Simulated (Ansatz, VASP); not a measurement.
**One calculation of KF, two programs**

The input POSCAR:

```
KF
1.0
    3.1788706666      0.0000000000      0.0000000000
    0.0000000000      3.1788706666      0.0000000000
    0.0000000000      0.0000000000      3.1788706666
K F
1 1
Direct
    0.0000000000      0.0000000000      0.0000000000
    0.5000000000      0.5000000000      0.5000000000
```

File INCAR.step1:

```
PREC = Accurate ; ENCUT = 520
ISMEAR = 0 ; SIGMA = 0.01
LREAL = False ; LASPH = True
NELM = 60 ; NBANDS = 15
GGA = PE ; ALGO = Normal
EDIFF = 1E-4 ; LWAVE = True
LCHARG = False
```

INCAR.step2

```
PREC = Accurate ; ENCUT = 520
EDIFF = 1E-6 ; ISMEAR = 0
SIGMA = 0.01 ; LREAL = False
LASPH = True ; NELM = 60
ALGO = Normal ; ISIF = 2
LWAVE = False ; LCHARG = False
METAGGA = R2SCAN ; LMIXTAU = True
NBANDS = 15 ; ISTART = 1
```

Contents of KPOINTS:

```
Automatic mesh
0
Gamma
  6 6 6
```

Input for Ansatz:

```yaml
crystal:
  lattice:
    - [3.1788706666, 0.0, 0.0]
    - [0.0, 3.1788706666, 0.0]
    - [0.0, 0.0, 3.1788706666]
  atoms:
    - { symbol: K, position: [0.0, 0.0, 0.0] }
    - { symbol: F, position: [0.5, 0.5, 0.5] }
kpoints:
  mp_grid: { grid: [6, 6, 6] }
hamiltonian:
  xc: r2scan
scf:
  occupations: { method: fixed }
  n_extra_bands: 4
output:
  forces: true
  stress: true
  eigenvalues: true
```

Alike in both runs: task single point; functional r2SCAN; k mesh 6 × 6 × 6; no spin polarisation.

```csv
,VASP,Ansatz
version,VASP 6.6.1,Ansatz 0.2.0
potentials or method,"VASP PAW PBE potentials, release 64 (K_sv, F)","plane waves, PAW"
plane-wave cutoff (eV),520,500
occupations,"gaussian, width 0.01 eV",fixed
valence electrons in the cell,16,16
```

|  | VASP | Ansatz | Ansatz less VASP |
| --- | --- | --- | --- |
| gap on the k mesh at the Fermi level (eV) | 7.73 | 7.72 | -0.003 |
| pressure (GPa) | 0.0 | 0.0 | +0.01 |

VASP's potentials were made for PBE, not for r2SCAN.
